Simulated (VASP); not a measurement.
# Ge5B2Ir6 in VASP: a series of runs

Ge5B2Ir6 is run at these levels: PBE; tasks: single point.

All numbers are computed with VASP 6.6.1; they aren't measurements. Logs are shortened: lines on timing, memory, paths and dates and some standing lists are left out, and cuts for length are marked.

## Step 1: The cell of the first run

The cell holds a disordered packing, 13 atoms: a = 5.439 Å, b = 6.246 Å, c = 5.530 Å, α = 89.40°, β = 80.83°, γ = 100.22°.

## Step 2: Single point, PBE

File INCAR:

```
SYSTEM = Ge5B2Ir6
PREC = Accurate ; ENCUT = 520
EDIFF = 1E-6 ; ISMEAR = 0
SIGMA = 0.1 ; LREAL = .False.
LASPH = .True. ; NELM = 60
ALGO = Normal ; ISIF = 2
LWAVE = .False. ; LCHARG = .False.
GGA = PE ; NBANDS = 77
```

File KPOINTS:

```
Automatic mesh
0
Gamma
  3 3 3
  0 0 0
```

File POSCAR:

```
Ge5B2Ir6
1.0
    5.3967410000      0.5457530000      0.4067580000
   -1.7525520000      5.9815880000      0.4007220000
    0.4898390000     -0.1649050000      5.5053790000
B Ge Ir
2 5 6
Direct
    0.9649127138      0.4354428201      0.3799190785
    0.7637834009      0.6451365789      0.5442363861
    0.1626180581      0.1316369062      0.1704498454
    0.0077117829      0.1522494889      0.5946844806
    0.2568953805      0.9638522994      0.7940679339
    0.0258782212      0.7448574847      0.1779552408
    0.2538932414      0.6970154403      0.5020174763
    0.5767979326      0.5745295472      0.2023968191
    0.2877809633      0.5103060329      0.8785407756
    0.8297883294      0.2897040007      0.0188074594
    0.5963218682      0.2876020430      0.6335670702
    0.6807247710      0.9027941508      0.8733224862
    0.6827691259      0.9689910349      0.3544491978
```

Potentials or basis: VASP PAW PBE potentials, release 64 (B, Ge_d, Ir).

Run with:

```console
$ cat potpaw_PBE.64/B/POTCAR potpaw_PBE.64/Ge_d/POTCAR potpaw_PBE.64/Ir/POTCAR > POTCAR
$ mpirun -np 1 vasp_std > vasp.out
```

OUTCAR:

```text
SYSTEM = Ge5B2Ir6
   PREC = Accurate
   ENCUT = 520
   EDIFF = 1E-6
   ISMEAR = 0
   LREAL = .False.
   LASPH = .True.
   NELM = 60
   ISIF = 2
   GGA = PE

 ion  position               nearest neighbor table
   1  0.965  0.435  0.380-   2 1.99   6 2.17   4 2.19   7 2.25  11 2.29  10 2.37   3 2.54   8 2.73

   2  0.764  0.645  0.544-   1 1.99  11 2.27   6 2.29   8 2.30  13 2.41  12 2.48
   3  0.163  0.132  0.170-   5 2.36   4 2.38   6 2.40  10 2.46   1 2.54  13 2.66   9 2.77
   4  0.008  0.152  0.595-   1 2.19   5 2.34   3 2.38  12 2.46  13 2.50  11 2.51  10 2.61   9 3.07

   5  0.257  0.964  0.794-   7 2.33   4 2.34   3 2.36  12 2.51  11 2.53   6 2.54   9 2.90  12 3.05
                            13 3.07
   6  0.026  0.745  0.178-   1 2.17   2 2.29   7 2.38   3 2.40   8 2.47   5 2.54  13 2.60   9 2.64
                            12 2.99  10 3.04
   7  0.254  0.697  0.502-   1 2.25   5 2.33   6 2.38   9 2.42   8 2.45  13 2.64
   8  0.577  0.575  0.202-   2 2.30   7 2.45   6 2.47   9 2.55  10 2.56  13 2.61  12 2.65   1 2.73
                            11 2.99
   9  0.288  0.510  0.879-   7 2.42   8 2.55  11 2.59  10 2.62   6 2.64   3 2.77   5 2.90  12 2.95
                             4 3.07
  10  0.830  0.290  0.019-   1 2.37   3 2.46   8 2.56  12 2.59   4 2.61   9 2.62  13 2.64  11 2.65
                             6 3.04
  11  0.596  0.288  0.634-   2 2.27   1 2.29   4 2.51   5 2.53  13 2.59   9 2.59  10 2.65  12 2.87
                             8 2.99
  12  0.681  0.903  0.873-   4 2.46   2 2.48   5 2.51  10 2.59   8 2.65  13 2.70  11 2.87  13 2.89
                             9 2.95   6 2.99   5 3.05
  13  0.683  0.969  0.354-   2 2.41   4 2.50  11 2.59   6 2.60   8 2.61   7 2.64  10 2.64   3 2.66
                            12 2.70  12 2.89   5 3.07

  LATTYP: Found a triclinic cell.
 ALAT       =     7.1118674153
 B/A-ratio  =     0.7775154974
 C/A-ratio  =     0.8782379126
 COS(alpha) =     0.0104601189
 COS(beta)  =     0.1438958456
 COS(gamma) =     0.6556385843

  Lattice vectors:

 A1 = (  -4.9069020000,  -0.7106580000,   5.0986210000)
 A2 = (   0.4898390000,  -0.1649050000,   5.5053790000)
 A3 = (  -1.7525520000,   5.9815880000,   0.4007220000)

Analysis of symmetry for initial positions (statically):
=====================================================================
 Subroutine PRICEL returns:
 Original cell was already a primitive cell.

 Routine SETGRP: Setting up the symmetry group for a
 triclinic supercell.

 Subroutine GETGRP returns: Found  1 space group operations
 (whereof  1 operations were pure point group operations)
 out of a pool of  2 trial point group operations.

The static configuration has the point symmetry C_1 .

Analysis of symmetry for dynamics (positions and initial velocities):
=====================================================================
 Subroutine PRICEL returns:
 Original cell was already a primitive cell.

 Routine SETGRP: Setting up the symmetry group for a
 triclinic supercell.

 Subroutine GETGRP returns: Found  1 space group operations
 (whereof  1 operations were pure point group operations)
 out of a pool of  2 trial point group operations.

The dynamic configuration has the point symmetry C_1 .

 Subroutine INISYM returns: Found  1 space group operations
 (whereof  1 operations are pure point group operations),
 and found     1 'primitive' translations

----------------------------------------------------------------------------------------

                                     Primitive cell

  volume of cell :     182.3748

  direct lattice vectors                    reciprocal lattice vectors
     5.396741000  0.545753000  0.406758000     0.180929587  0.053980892 -0.014481228
    -1.752552000  5.981588000  0.400722000    -0.016842536  0.161819863  0.006345619
     0.489839000 -0.164905000  5.505379000    -0.012141831 -0.015766751  0.182248584

  length of vectors
     5.439495549  6.245911594  5.529587131     0.189365145  0.162817708  0.183331833

  position of ions in fractional coordinates (direct lattice)
     0.964912714  0.435442820  0.379919079
     0.763783401  0.645136579  0.544236386
     0.162618058  0.131636906  0.170449845
     0.007711783  0.152249489  0.594684481
     0.256895380  0.963852299  0.794067934
     0.025878221  0.744857485  0.177955241
     0.253893241  0.697015440  0.502017476
     0.576797933  0.574529547  0.202396819
     0.287780963  0.510306033  0.878540776
     0.829788329  0.289704001  0.018807459
     0.596321868  0.287602043  0.633567070
     0.680724771  0.902794151  0.873322486
     0.682769126  0.968991035  0.354449198

  ion indices of the primitive-cell ions
   primitive index   ion index
                 1           1
                 2           2
                 3           3
                 4           4
                 5           5
                 6           6
                 7           7
                 8           8
                 9           9
                10          10
                11          11
                12          12
                13          13

----------------------------------------------------------------------------------------

 KPOINTS: Automatic mesh

Automatic generation of k-mesh.
 Grid dimensions read from file:
 generate k-points for:    3    3    3

 Generating k-lattice:

  Cartesian coordinates                     Fractional coordinates (reciprocal lattice)
     0.060309862  0.017993631 -0.004827076     0.333333333 -0.000000000  0.000000000
    -0.005614179  0.053939954  0.002115206    -0.000000000  0.333333333  0.000000000
    -0.004047277 -0.005255584  0.060749528     0.000000000 -0.000000000  0.333333333

  Length of vectors
     0.063121715  0.054272569  0.061110611

  Shift w.r.t. Gamma in fractional coordinates (k-lattice)
     0.000000000  0.000000000  0.000000000

 Subroutine IBZKPT returns following result:
 ===========================================

 Found     14 irreducible k-points:

 Following reciprocal coordinates:
            Coordinates               Weight
  0.000000  0.000000  0.000000      1.000000
  0.333333  0.000000 -0.000000      2.000000
 -0.000000  0.333333  0.000000      2.000000
  0.333333  0.333333 -0.000000      2.000000
 -0.333333  0.333333  0.000000      2.000000
  0.000000 -0.000000  0.333333      2.000000
  0.333333  0.000000  0.333333      2.000000
 -0.333333 -0.000000  0.333333      2.000000
  0.000000  0.333333  0.333333      2.000000
  0.333333  0.333333  0.333333      2.000000
 -0.333333  0.333333  0.333333      2.000000
  0.000000 -0.333333  0.333333      2.000000
  0.333333 -0.333333  0.333333      2.000000
 -0.333333 -0.333333  0.333333      2.000000
   k-points           NKPTS =     14   k-points in BZ     NKDIM =     14   number of bands    NBANDS=     77
   number of dos      NEDOS =    301   number of ions     NIONS =     13
   total plane-waves  NPLWV =  80640
   dimension x,y,z NGX =    40 NGY =   48 NGZ =   42
   dimension x,y,z NGXF=    80 NGYF=   96 NGZF=   84
   ions per type =               2   5   6
   NGX,Y,Z   is equivalent  to a cutoff of  12.23, 12.78, 12.63 a.u.
   NGXF,Y,Z  is equivalent  to a cutoff of  24.45, 25.55, 25.25 a.u.
 SYSTEM =  Ge5B2Ir6
   PREC   = accura    normal or accurate (medium, high low for compatibility)
   ISTART =      0    job   : 0-new  1-cont  2-samecut
   ICHARG =      2    charge: 1-file 2-atom 10-const
   ISPIN  =      1    spin polarized calculation?
   LNONCOLLINEAR =      F non collinear calculations
   LSORBIT =      F    spin-orbit coupling
   LASPH  =      T    aspherical Exc in radial PAW
   ENCUT  =  520.0 eV  38.22 Ry    6.18 a.u.  10.11 11.61 10.28*2*pi/ulx,y,z
   NELM   =     60;   NELMIN=  2; NELMDL= -5     # of ELM steps
   EDIFF  = 0.1E-05   stopping-criterion for ELM
   LREAL  =      F    real-space projection
   EDIFFG = 0.1E-04   stopping-criterion for IOM
   NSW    =      0    number of steps for IOM
   IBRION =     -1    ionic relax: 0-MD 1-quasi-New 2-CG
   NFREE  =      0    steps in history (QN), initial steepest desc. (CG)
   ISIF   =      2    stress and relaxation
   ISYM   =      2    0-nonsym 1-usesym 2-fastsym
   POTIM  = 0.5000    time-step for ionic-motion
   TEBEG  =    0.0;   TEEND  =   0.0 temperature during run
   PSTRESS=    0.0 pullay stress
   NELECT =     130.0000    total number of electrons
   NUPDOWN=      -1.0000    fix difference up-down
   EMIN   =  10.00;   EMAX   =-10.00  energy-range for DOS
   EFERMI =   0.00;   METHOD = LEGACY
   ISMEAR =     0;   SIGMA  =   0.10  broadening in eV -4-tet -1-fermi 0-gaus
   EFERMI_NEDOS =   21; number of points for ismear=-14 and -15
   IALGO  =     38    algorithm
   IMIX   =      4    mixing-type and parameters
     AMIX     =   0.40;   BMIX     =  1.00
     AMIX_MAG =   1.60;   BMIX_MAG =  1.00
  volume/ion in A,a.u.               =      14.03        94.67
  Fermi-wavevector in a.u.,A,eV,Ry     =   1.462405  2.763545 29.097811  2.138629
  Thomas-Fermi vector in A             =   2.578622
   LORBIT       =      0    0 simple, 1 ext, 2 COOP (PROOUT), +10 PAW based schemes
   GGA     = PE    functional components
   LHFCALC =     F    Hartree Fock is set to
   AEXX    =    0.0000 exact exchange contribution
   IVDW    =     0    specifies the selected vdW correction
   LEPSILON=     F    determine dielectric tensor
   LRPA    =     F    only Hartree local field effects (RPA)
 non-spin polarized calculation
 Gauss-broadening in eV      SIGMA  =   0.10
  energy-cutoff  :      520.00
  volume of cell :      182.37
 maximum number of plane-waves:      4927
   NGX = 21   NGY = 23   NGZ = 21

 number of electron     130.0000018 magnetization

 Free energy of the ion-electron system (eV)
  ---------------------------------------------------
  ext. energy  EPLUGINS =         0.00000000
  ---------------------------------------------------
  free energy    TOTEN  =       -80.58265659 eV

  energy without entropy =      -80.54213301  energy(sigma->0) =      -80.56239480

 E-fermi :   8.8450     XC(G=0): -12.8135

 val. band max:        8.8446182465   @ k =  -0.3333   0.3333   0.3333
 cond. band min:       8.8599590872   @ k =   0.3333   0.3333   0.3333
 fundamental gap:      0.0153408408
 Fermi energy:         8.8450105714

 k-point     1 :       0.0000    0.0000    0.0000
  band No.  band energies     occupation
      1     -16.4352      2.00000
      2     -16.4150      2.00000
      3     -16.3745      2.00000
      4     -16.3339      2.00000
      5     -16.2962      2.00000
      6     -16.2739      2.00000
[... 69 lines left out ...]
     76      12.3002      0.00000
     77      13.0788      0.00000

 k-point     2 :       0.3333    0.0000   -0.0000
  band No.  band energies     occupation
      1     -16.4351      2.00000
      2     -16.4152      2.00000
      3     -16.3742      2.00000
      4     -16.3337      2.00000
      5     -16.2966      2.00000
      6     -16.2743      2.00000
[... 69 lines left out ...]
     76      12.6270      0.00000
     77      12.9449      0.00000
[... 878 lines left out ...]
     76      12.5889      0.00000
     77      12.8417      0.00000

 k-point    14 :      -0.3333   -0.3333    0.3333
  band No.  band energies     occupation
      1     -16.4207      2.00000
      2     -16.4124      2.00000
      3     -16.3722      2.00000
      4     -16.3341      2.00000
      5     -16.3105      2.00000
      6     -16.2747      2.00000
[... 69 lines left out ...]
     76      12.4684      0.00000
     77      12.7662      0.00000

------------------------ aborting loop because EDIFF is reached ----------------------------------------

  FORCE on cell =-STRESS in cart. coord.  units (eV):
  Direction    XX          YY          ZZ          XY          YZ          ZX
  --------------------------------------------------------------------------------------
  -------------------------------------------------------------------------------------
  Total       21.2313467     20.2112267     22.6348615     -1.8053310      0.4137490      0.1253301
  in kB      186.5191347    177.5572964    198.8491282    -15.8599822      3.6348188      1.1010350
  external PRESSURE =     187.6418531 kB  Pullay stress =       0.0000000 kB

 VOLUME and BASIS-vectors are now :
 -----------------------------------------------------------------------------
  energy-cutoff  :      520.00
  volume of cell :      182.37
      direct lattice vectors                 reciprocal lattice vectors
     5.396741000  0.545753000  0.406758000     0.180929587  0.053980892 -0.014481228
    -1.752552000  5.981588000  0.400722000    -0.016842536  0.161819863  0.006345619
     0.489839000 -0.164905000  5.505379000    -0.012141831 -0.015766751  0.182248584

 POSITION                                       TOTAL-FORCE (eV/Angst)
 -----------------------------------------------------------------------------------
      4.63035      3.06859      2.65858        -2.322115     -0.808181      0.303513
      3.25789      4.18603      3.56542        -1.567218     -0.699454      0.704554
      0.73040      0.84804      1.05729         1.315594      2.906111      0.714235
      0.06609      0.81684      3.33811        -0.337872      1.769286      0.766895
      0.08616      5.77462      4.86238         2.049005     -0.467576     -0.216674
     -1.07857      4.44021      1.28872        -0.622983     -1.201926     -1.953584
      0.39455      4.22504      3.14638         0.989183     -1.424474     -0.244022
      2.20508      3.71801      1.57912         1.124944     -1.074395      0.808466
      1.08909      3.06462      5.15825        -0.380129      0.594738      0.265552
      3.97964      2.18265      0.55716         0.013860      0.812051      1.071391
      3.02450      1.94128      3.84583         0.263036      2.645023     -0.858858
      2.51929      5.62764      5.44663        -0.273709     -1.840443     -1.247563
      2.16014      6.11028      2.61739        -0.251596     -1.210760     -0.113905
 -----------------------------------------------------------------------------------
    total drift:                                0.000125      0.000980     -0.001460

  FREE ENERGIE OF THE ION-ELECTRON SYSTEM (eV)
  ---------------------------------------------------
  free  energy   TOTEN  =       -80.5826565908 eV

  energy  without entropy=      -80.5421330062  energy(sigma->0) =      -80.56239480
```

Wall time 7.5 min (1 thread of Intel Xeon 8259CL, shared host); peak memory 0.37 GiB.

Results:

```
Free energy            : -80.5827 eV
Pressure               : 18.8 GPa
Largest force          : 3.269 eV/Å
Band gap on the k mesh : zero (bands 65 and 66 overlap by 0.14 eV)
```

Forces on the atoms (eV/Å):
```
B   -2.322 -0.808  0.304
B   -1.567 -0.699  0.705
Ge   1.316  2.906  0.714
Ge  -0.338  1.769  0.767
Ge   2.049 -0.468 -0.217
Ge  -0.623 -1.202 -1.954
Ge   0.989 -1.424 -0.244
Ir   1.125 -1.074  0.808
Ir  -0.380  0.595  0.266
Ir   0.014  0.812  1.071
Ir   0.263  2.645 -0.859
Ir  -0.274 -1.840 -1.248
Ir  -0.252 -1.211 -0.114
```

Levels at points of the mesh, in eV from the Fermi level:
| k point | band 63 | band 64 | band 65 | band 66 | band 67 | band 68 |
| --- | --- | --- | --- | --- | --- | --- |
| (0.00, 0.00, 0.00) | -0.38 | -0.29 | -0.16 | 0.10 | 0.44 | 0.67 |

Caveat: the k points lie up to 0.40 Å⁻¹ apart; spin-orbit coupling is left out, which moves the levels of the heavy elements.

## Step 3: Single point, PBE

File INCAR:

```
PREC = Accurate
ENCUT = 520
EDIFF = 1E-6
ISMEAR = 0
SIGMA = 0.1
LREAL = F
LASPH = T
NELM = 100
ALGO = Normal
ISIF = 2
LWAVE = F
LCHARG = F
GGA = PE
NBANDS = 77
```

File KPOINTS:

```
regular mesh
0
Gamma
  3 3 3
```

File POSCAR:

```
Ge5B2Ir6
1.0
    5.3967410000      0.5457530000      0.4067580000
   -1.7525520000      5.9815880000      0.4007220000
    0.4898390000     -0.1649050000      5.5053790000
B Ge Ir
2 5 6
Direct
    0.9402223196      0.4365399590      0.3911726848
    0.7505502392      0.6432854216      0.5540001996
    0.1598925767      0.1367232170      0.1718007814
    0.0075137151      0.1517374938      0.6017513389
    0.2573895890      0.9606709402      0.7946872949
    0.0197425416      0.7413161305      0.1730888792
    0.2535979853      0.6915417213      0.5058216717
    0.5740283061      0.5735566924      0.2025560110
    0.2915882128      0.5111405512      0.8770827400
    0.8274547166      0.2896876400      0.0219763188
    0.5965722873      0.2897046364      0.6294829890
    0.6848801047      0.9040122726      0.8697755291
    0.6851399281      0.9687476716      0.3560147900
```

Potentials or basis: VASP PAW PBE potentials, release 64 (B, Ge_d, Ir).

Run with:

```console
$ cat potpaw_PBE.64/B/POTCAR potpaw_PBE.64/Ge_d/POTCAR potpaw_PBE.64/Ir/POTCAR > POTCAR
$ mpirun -np 1 vasp_std > vasp.out
```

It took 5.8 min on 1 thread of Intel Xeon 8259CL, shared host; peak memory 0.37 GiB.

Results (log left out):

```
Free energy            : -81.2670 eV
Pressure               : 19.1 GPa
Largest force          : 2.963 eV/Å
Band gap on the k mesh : zero (bands 65 and 66 overlap by 0.15 eV)
```

Forces on the atoms (eV/Å):
```
B   -1.965 -0.469  0.072
B   -1.406 -0.321  0.604
Ge   1.443  2.485  0.723
Ge  -0.175  2.048  0.289
Ge   2.109 -0.408  0.037
Ge  -0.160 -0.909 -1.385
Ge   0.430 -1.233 -1.067
Ir   1.049 -0.976  0.915
Ir  -0.499  0.391  0.499
Ir  -0.051  0.953  0.918
Ir   0.076  1.981 -0.446
Ir  -0.529 -2.183 -0.928
Ir  -0.322 -1.360 -0.231
```

Stress tensor (GPa, compression positive):
```
19.82 -1.64 -0.88
-1.64 17.72 -0.57
-0.88 -0.57 19.67
```

Levels at points of the mesh, in eV from the Fermi level:
| k point | band 63 | band 64 | band 65 | band 66 | band 67 | band 68 |
| --- | --- | --- | --- | --- | --- | --- |
| (0.00, 0.00, 0.00) | -0.40 | -0.29 | -0.20 | 0.14 | 0.42 | 0.65 |

Caveat: the k points lie up to 0.40 Å⁻¹ apart; spin-orbit coupling is left out, which moves the levels of the heavy elements.

(Continued in part 2 of 2.)
